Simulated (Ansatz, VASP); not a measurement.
## One calculation of SrC2, two programs

Contents of INCAR:

```
PREC = Accurate
ENCUT = 520
EDIFF = 1E-7
ISMEAR = 0
SIGMA = 0.05
LREAL = F
LASPH = T
NELM = 100
ALGO = Normal
ISIF = 2
LWAVE = F
LCHARG = T
GGA = CA
LELF = T
LVHAR = T
NBANDS = 16
```

The input KPOINTS:

```
regular mesh
0
Gamma
  9 9 9
```

POSCAR

```
SrC2
1.0
    2.4166325759      1.3952434683      2.2143958931
   -2.4166325759      1.3952434683      2.2143958931
    0.0000000000     -2.7904869365      2.2143958932
Sr C
1 2
Direct
    0.0000000000      0.0000000000      0.0000000000
    0.5915580000      0.5915580000      0.5915580000
    0.4084420000      0.4084420000      0.4084420000
```

Input for Ansatz:

```yaml
crystal:
  lattice:
    - [2.4166325759, 1.3952434683, 2.2143958931]
    - [-2.4166325759, 1.3952434683, 2.2143958931]
    - [0.0, -2.7904869365, 2.2143958932]
  atoms:
    - { symbol: Sr, position: [0.0, 0.0, 0.0] }
    - { symbol: C, position: [0.591558, 0.591558, 0.591558] }
    - { symbol: C, position: [0.408442, 0.408442, 0.408442] }
basis:
  ecutwfc: 420
kpoints:
  mp_grid: { grid: [9, 9, 9] }
hamiltonian:
  xc: lda
scf:
  occupations: { method: gaussian, width: 0.05 }
output:
  forces: true
  stress: true
  eigenvalues: true
```

Change from the starting cell: strain -0.040 along x and y, -0.040 along z, atoms carried along.

Alike in both runs: task single point; functional LDA; k mesh 9 × 9 × 9; occupations gaussian, width 0.05 eV; no spin polarisation.

|  | VASP | Ansatz |
| --- | --- | --- |
| version | VASP 6.6.1 | Ansatz 0.2.0 |
| potentials or method | VASP PAW LDA potentials, release 64 (Sr_sv, C), cutoff 520 eV | scalar-relativistic, plane waves, PAW |
| valence electrons in the cell | 18 | 18 |

|  | VASP | Ansatz | Ansatz less VASP |
| --- | --- | --- | --- |
| gap on the k mesh at the Fermi level (eV) | 1.32 | 1.36 | +0.045 |
| least direct gap on the mesh (eV) | 2.38 | 2.40 | +0.019 |
| pressure (GPa) | 7.2 | 6.6 | -0.61 |
| traceless stress, the component that is largest in VASP (GPa) | 12.89 | 12.46 | -0.425 |
| rms of the force components (eV/Å) | 1.564 | 1.512 | -0.0517 |

LDA's correlation is that of Perdew and Zunger in VASP and of Perdew and Wang (1992) in Ansatz. Atom by atom the forces differ by 0.052 eV/Å (rms over components).
